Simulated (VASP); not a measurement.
# TiO2 (P4_2/mnm) in VASP: notebook

The runs below take TiO2 through single point, with PBE+U, BLYP+D3(BJ), PBE.

Everything below comes from runs of VASP 6.6.1. Logs are shortened: lines on timing, memory, paths and dates and some standing lists are left out, and cuts for length are marked.

## 1. The cell of the first run

It takes space group P4_2/mnm (No. 136, tetragonal). The conventional cell has a = 4.600 Å, b = 4.600 Å, c = 2.959 Å, α = 90.00°, β = 90.00°, γ = 90.00°. Within 2.6 Å of Ti (site symmetry mmm) lie 6 O at 1.95 to 1.98 Å. Within 2.6 Å of O (site symmetry m2m) lie 3 Ti at 1.95 to 1.98 Å and 1 O at 2.55 Å.

## 2. Single point, PBE+U

Input file INCAR:

```
PREC = Accurate
ENCUT = 520
EDIFF = 1E-6
ISMEAR = -1
SIGMA = 0.05
LREAL = F
LASPH = T
NELM = 150
ALGO = Normal
ISIF = 2
LWAVE = F
LCHARG = F
LMAXMIX = 4
LDAU = T
LDAUTYPE = 2
LDAUL = 2 -1
LDAUU = 5 0
LDAUJ = 0 0
LDAUPRINT = 1
GGA = PE
NBANDS = 33
```

Input file KPOINTS:

```
regular mesh
0
Gamma
  6 6 9
```

Input file POSCAR:

```
TiO2
1.0
    4.5998373239      0.0000000000      0.0000000000
    0.0000000000      4.5998373239      0.0000000000
    0.0000000000      0.0000000000      2.9592135600
Ti O
2 4
Direct
    0.0000000000      0.0000000000      0.5000000000
    0.5000000000      0.5000000000      0.0000000000
    0.3043213200      0.3043213200      0.5000000000
    0.1956786800      0.8043213200      0.0000000000
    0.8043213200      0.1956786800      0.0000000000
    0.6956786800      0.6956786800      0.5000000000
```

Potentials or basis: VASP PAW PBE potentials, release 64 (Ti_sv, O).

Started as:

```
cat potpaw_PBE.64/Ti_sv/POTCAR potpaw_PBE.64/O/POTCAR > POTCAR
mpirun -np 1 vasp_std > vasp.out
```

OUTCAR:

```text
PREC = Accurate
   ENCUT = 520
   EDIFF = 1E-6
   ISMEAR = -1
   LREAL = F
   LASPH = T
   NELM = 150
   ISIF = 2
   GGA = PE

 ion  position               nearest neighbor table
   1  0.000  0.000  0.500-   4 1.95   5 1.95   4 1.95   5 1.95   3 1.98   6 1.98
   2  0.500  0.500  0.000-   3 1.95   6 1.95   3 1.95   6 1.95   5 1.98   4 1.98
   3  0.304  0.304  0.500-   2 1.95   2 1.95   1 1.98
   4  0.196  0.804  0.000-   1 1.95   1 1.95   2 1.98
   5  0.804  0.196  0.000-   1 1.95   1 1.95   2 1.98
   6  0.696  0.696  0.500-   2 1.95   2 1.95   1 1.98

  LATTYP: Found a simple tetragonal cell.
 ALAT       =     4.5998373239
 C/A-ratio  =     0.6433300466

  Lattice vectors:

 A1 = (   4.5998373239,   0.0000000000,   0.0000000000)
 A2 = (   0.0000000000,   4.5998373239,   0.0000000000)
 A3 = (   0.0000000000,   0.0000000000,   2.9592135600)

Analysis of symmetry for initial positions (statically):
=====================================================================
 Subroutine PRICEL returns:
 Original cell was already a primitive cell.

 Routine SETGRP: Setting up the symmetry group for a
 simple tetragonal supercell.

 Subroutine GETGRP returns: Found 16 space group operations
 (whereof  8 operations were pure point group operations)
 out of a pool of 16 trial point group operations.

The static configuration has the point symmetry D_2h.
 The point group associated with its full space group is D_4h.

Analysis of symmetry for dynamics (positions and initial velocities):
=====================================================================
 Subroutine PRICEL returns:
 Original cell was already a primitive cell.

 Routine SETGRP: Setting up the symmetry group for a
 simple tetragonal supercell.

 Subroutine GETGRP returns: Found 16 space group operations
 (whereof  8 operations were pure point group operations)
 out of a pool of 16 trial point group operations.

The dynamic configuration has the point symmetry D_2h.
 The point group associated with its full space group is D_4h.

 Subroutine INISYM returns: Found 16 space group operations
 (whereof  8 operations are pure point group operations),
 and found     1 'primitive' translations

----------------------------------------------------------------------------------------

                                     Primitive cell

  volume of cell :      62.6125

  direct lattice vectors                    reciprocal lattice vectors
     4.599837324  0.000000000  0.000000000     0.217398993  0.000000000  0.000000000
     0.000000000  4.599837324  0.000000000     0.000000000  0.217398993  0.000000000
     0.000000000  0.000000000  2.959213560     0.000000000  0.000000000  0.337927622

  length of vectors
     4.599837324  4.599837324  2.959213560     0.217398993  0.217398993  0.337927622

  position of ions in fractional coordinates (direct lattice)
     0.000000000  0.000000000  0.500000000
     0.500000000  0.500000000  0.000000000
     0.304321320  0.304321320  0.500000000
     0.195678680  0.804321320  0.000000000
     0.804321320  0.195678680  0.000000000
     0.695678680  0.695678680  0.500000000

  ion indices of the primitive-cell ions
   primitive index   ion index
                 1           1
[... 101 lines left out ...]
   LORBIT       =      0    0 simple, 1 ext, 2 COOP (PROOUT), +10 PAW based schemes
 LDA+U is selected, type is set to LDAUTYPE =  2
   angular momentum for each species LDAUL =     2   -1
   U (eV)           for each species LDAUU =   5.0  0.0
   J (eV)           for each species LDAUJ =   0.0  0.0
   GGA     = PE    functional components
   LHFCALC =     F    Hartree Fock is set to
   AEXX    =    0.0000 exact exchange contribution
   IVDW    =     0    specifies the selected vdW correction
   LEPSILON=     F    determine dielectric tensor
   LRPA    =     F    only Hartree local field effects (RPA)
 non-spin polarized calculation
  energy-cutoff  :      520.00
  volume of cell :       62.61
 maximum number of plane-waves:      1720
 NGX is ok and might be reduce to    36
   NGX = 17   NGY = 17   NGZ = 11

atom =   1  type =  1  l = 2

 onsite density matrix

spin component  1

  0.1931  0.0000 -0.0771  0.0000  0.0000
  0.0000  0.1825  0.0000 -0.0887  0.0000
 -0.0771  0.0000  0.1277  0.0000  0.0000
  0.0000 -0.0887  0.0000  0.1825  0.0000
  0.0000  0.0000  0.0000  0.0000  0.0949

spin component  2

  0.1931  0.0000 -0.0771  0.0000  0.0000
  0.0000  0.1825  0.0000 -0.0887  0.0000
 -0.0771  0.0000  0.1277  0.0000  0.0000
  0.0000 -0.0887  0.0000  0.1825  0.0000
  0.0000  0.0000  0.0000  0.0000  0.0949

 occupancies and eigenvectors

  o =  0.0767  v = -0.5521  0.0000 -0.8338  0.0000  0.0000  0.0000  0.0000  0.0000  0.0000  0.0000      0.0000  0.0000  0.0000  0.0000  0.0000  0.0000  0.0000  0.0000  0.0000  0.0000
  o =  0.0767  v =  0.0000  0.0000  0.0000  0.0000  0.0000 -0.5521  0.0000 -0.8338  0.0000  0.0000      0.0000  0.0000  0.0000  0.0000  0.0000  0.0000  0.0000  0.0000  0.0000  0.0000
  o =  0.0938  v =  0.0000 -0.7071  0.0000 -0.7071 -0.0000  0.0000  0.0000  0.0000  0.0000  0.0000      0.0000  0.0000  0.0000  0.0000  0.0000  0.0000  0.0000  0.0000  0.0000  0.0000
  o =  0.0938  v =  0.0000  0.0000  0.0000  0.0000  0.0000  0.0000 -0.7071  0.0000 -0.7071 -0.0000      0.0000  0.0000  0.0000  0.0000  0.0000  0.0000  0.0000  0.0000  0.0000  0.0000
  o =  0.0949  v =  0.0000  0.0000 -0.0000  0.0000 -1.0000  0.0000  0.0000  0.0000  0.0000  0.0000      0.0000  0.0000  0.0000  0.0000  0.0000  0.0000  0.0000  0.0000  0.0000  0.0000
  o =  0.0949  v =  0.0000  0.0000  0.0000  0.0000  0.0000  0.0000  0.0000 -0.0000  0.0000 -1.0000      0.0000  0.0000  0.0000  0.0000  0.0000  0.0000  0.0000  0.0000  0.0000  0.0000
  o =  0.2442  v = -0.8338  0.0000  0.5521  0.0000 -0.0000  0.0000  0.0000  0.0000  0.0000  0.0000      0.0000  0.0000  0.0000  0.0000  0.0000  0.0000  0.0000  0.0000  0.0000  0.0000
  o =  0.2442  v =  0.0000  0.0000  0.0000  0.0000  0.0000 -0.8338  0.0000  0.5521  0.0000 -0.0000      0.0000  0.0000  0.0000  0.0000  0.0000  0.0000  0.0000  0.0000  0.0000  0.0000
  o =  0.2713  v =  0.0000  0.0000  0.0000  0.0000  0.0000  0.0000 -0.7071  0.0000  0.7071 -0.0000      0.0000  0.0000  0.0000  0.0000  0.0000  0.0000  0.0000  0.0000  0.0000  0.0000
  o =  0.2713  v =  0.0000 -0.7071  0.0000  0.7071 -0.0000  0.0000  0.0000  0.0000  0.0000  0.0000      0.0000  0.0000  0.0000  0.0000  0.0000  0.0000  0.0000  0.0000  0.0000  0.0000

atom =   2  type =  1  l = 2

 onsite density matrix

spin component  1

  0.1931  0.0000  0.0771  0.0000  0.0000
  0.0000  0.1825  0.0000  0.0887  0.0000
  0.0771  0.0000  0.1277  0.0000  0.0000
  0.0000  0.0887  0.0000  0.1825  0.0000
  0.0000  0.0000  0.0000  0.0000  0.0949

spin component  2

  0.1931  0.0000  0.0771  0.0000  0.0000
  0.0000  0.1825  0.0000  0.0887  0.0000
  0.0771  0.0000  0.1277  0.0000  0.0000
  0.0000  0.0887  0.0000  0.1825  0.0000
  0.0000  0.0000  0.0000  0.0000  0.0949

 occupancies and eigenvectors

  o =  0.0767  v = -0.5521 -0.0000  0.8338  0.0000 -0.0000  0.0000  0.0000  0.0000  0.0000  0.0000      0.0000  0.0000  0.0000  0.0000  0.0000  0.0000  0.0000  0.0000  0.0000  0.0000
  o =  0.0767  v =  0.0000  0.0000  0.0000  0.0000  0.0000 -0.5521 -0.0000  0.8338  0.0000 -0.0000      0.0000  0.0000  0.0000  0.0000  0.0000  0.0000  0.0000  0.0000  0.0000  0.0000
  o =  0.0938  v = -0.0000  0.7071  0.0000 -0.7071  0.0000  0.0000  0.0000  0.0000  0.0000  0.0000      0.0000  0.0000  0.0000  0.0000  0.0000  0.0000  0.0000  0.0000  0.0000  0.0000
  o =  0.0938  v =  0.0000  0.0000  0.0000  0.0000  0.0000 -0.0000  0.7071  0.0000 -0.7071  0.0000      0.0000  0.0000  0.0000  0.0000  0.0000  0.0000  0.0000  0.0000  0.0000  0.0000
  o =  0.0949  v =  0.0000  0.0000  0.0000  0.0000  0.0000 -0.0000 -0.0000  0.0000  0.0000  1.0000      0.0000  0.0000  0.0000  0.0000  0.0000  0.0000  0.0000  0.0000  0.0000  0.0000
  o =  0.0949  v = -0.0000 -0.0000  0.0000  0.0000  1.0000  0.0000  0.0000  0.0000  0.0000  0.0000      0.0000  0.0000  0.0000  0.0000  0.0000  0.0000  0.0000  0.0000  0.0000  0.0000
  o =  0.2442  v = -0.8338 -0.0000 -0.5521  0.0000 -0.0000  0.0000  0.0000  0.0000  0.0000  0.0000      0.0000  0.0000  0.0000  0.0000  0.0000  0.0000  0.0000  0.0000  0.0000  0.0000
  o =  0.2442  v =  0.0000  0.0000  0.0000  0.0000  0.0000 -0.8338 -0.0000 -0.5521  0.0000 -0.0000      0.0000  0.0000  0.0000  0.0000  0.0000  0.0000  0.0000  0.0000  0.0000  0.0000
  o =  0.2713  v =  0.0000 -0.7071  0.0000 -0.7071  0.0000  0.0000  0.0000  0.0000  0.0000  0.0000      0.0000  0.0000  0.0000  0.0000  0.0000  0.0000  0.0000  0.0000  0.0000  0.0000
  o =  0.2713  v =  0.0000  0.0000  0.0000  0.0000  0.0000  0.0000 -0.7071  0.0000 -0.7071  0.0000      0.0000  0.0000  0.0000  0.0000  0.0000  0.0000  0.0000  0.0000  0.0000  0.0000

 number of electron      48.0000021 magnetization

 Free energy of the ion-electron system (eV)
  ---------------------------------------------------
  ext. energy  EPLUGINS =         0.00000000
  ---------------------------------------------------
  free energy    TOTEN  =       -47.07603537 eV

  energy without entropy =      -47.07603537  energy(sigma->0) =      -47.07603537

 E-fermi :   6.1502     XC(G=0): -11.4127

 val. band max:        5.2090123037   @ k =   0.0000   0.0000   0.0000
 cond. band min:       7.6962618957   @ k =   0.5000   0.5000   0.0000
 fundamental gap:      2.4872495921
 Fermi energy:         6.1502190887

 k-point     1 :       0.0000    0.0000    0.0000
  band No.  band energies     occupation
      1     -53.0346      2.00000
      2     -53.0191      2.00000
      3     -29.2695      2.00000
      4     -29.2695      2.00000
      5     -29.1265      2.00000
      6     -29.1265      2.00000
[... 853 lines left out ...]
     32      10.3386      0.00000
     33      11.6793      0.00000

 [... further k-points ...]
[... 5 lines left out ...]
  --------------------------------------------------------------------------------------
  -------------------------------------------------------------------------------------
  Total        4.8386352      4.8386352      7.1086526      0.0000000      0.0000000      0.0000000
  in kB      123.8146988    123.8146988    181.9016409      0.0000000      0.0000000      0.0000000
  external PRESSURE =     143.1770129 kB  Pullay stress =       0.0000000 kB

 VOLUME and BASIS-vectors are now :
 -----------------------------------------------------------------------------
  energy-cutoff  :      520.00
  volume of cell :       62.61
      direct lattice vectors                 reciprocal lattice vectors
     4.599837324  0.000000000  0.000000000     0.217398993  0.000000000  0.000000000
     0.000000000  4.599837324  0.000000000     0.000000000  0.217398993  0.000000000
     0.000000000  0.000000000  2.959213560     0.000000000  0.000000000  0.337927622

 POSITION                                       TOTAL-FORCE (eV/Angst)
 -----------------------------------------------------------------------------------
      0.00000      0.00000      1.47961        -0.000000      0.000000     -0.000000
      2.29992      2.29992      0.00000        -0.000000      0.000000     -0.000000
      1.39983      1.39983      1.47961        -0.116707     -0.116707      0.000000
      0.90009      3.69975      0.00000         0.116707     -0.116707      0.000000
      3.69975      0.90009      0.00000        -0.116707      0.116707     -0.000000
      3.20001      3.20001      1.47961         0.116707      0.116707     -0.000000
 -----------------------------------------------------------------------------------
    total drift:                                0.000000      0.000000      0.000000

  FREE ENERGIE OF THE ION-ELECTRON SYSTEM (eV)
  ---------------------------------------------------
  free  energy   TOTEN  =       -47.0760353692 eV

  energy  without entropy=      -47.0760353691  energy(sigma->0) =      -47.07603537
```

Wall time 83 s (1 thread of Intel Xeon 6975P-C, shared host); peak memory 0.22 GiB.

Results:

| Property | Result |
| --- | --- |
| Free energy | -47.0760 eV |
| Pressure | 14.3 GPa |
| Largest force | 0.165 eV/Å |
| Band gap on the k mesh | 2.49 eV, indirect (least direct gap 2.51 eV) |

Forces on the atoms (eV/Å):
```
Ti   0.000  0.000  0.000
Ti   0.000  0.000  0.000
O   -0.117 -0.117  0.000
O    0.117 -0.117  0.000
O   -0.117  0.117  0.000
O    0.117  0.117  0.000
```

Stress tensor (GPa, compression positive):
```
12.38  0.00  0.00
 0.00 12.38  0.00
 0.00  0.00 18.19
```

Eigenvalues of the final occupation matrices:
| site | spin | trace | eigenvalues |
| --- | --- | --- | --- |
| site 1 d | 1 | 0.78 | 0.08 0.09 0.09 0.24 0.27 |
| site 1 d | 2 | 0.78 | 0.08 0.09 0.09 0.24 0.27 |
| site 2 d | 1 | 0.78 | 0.08 0.09 0.09 0.24 0.27 |
| site 2 d | 2 | 0.78 | 0.08 0.09 0.09 0.24 0.27 |

A k mesh can miss the band edges.

[end of part 1 of 2]
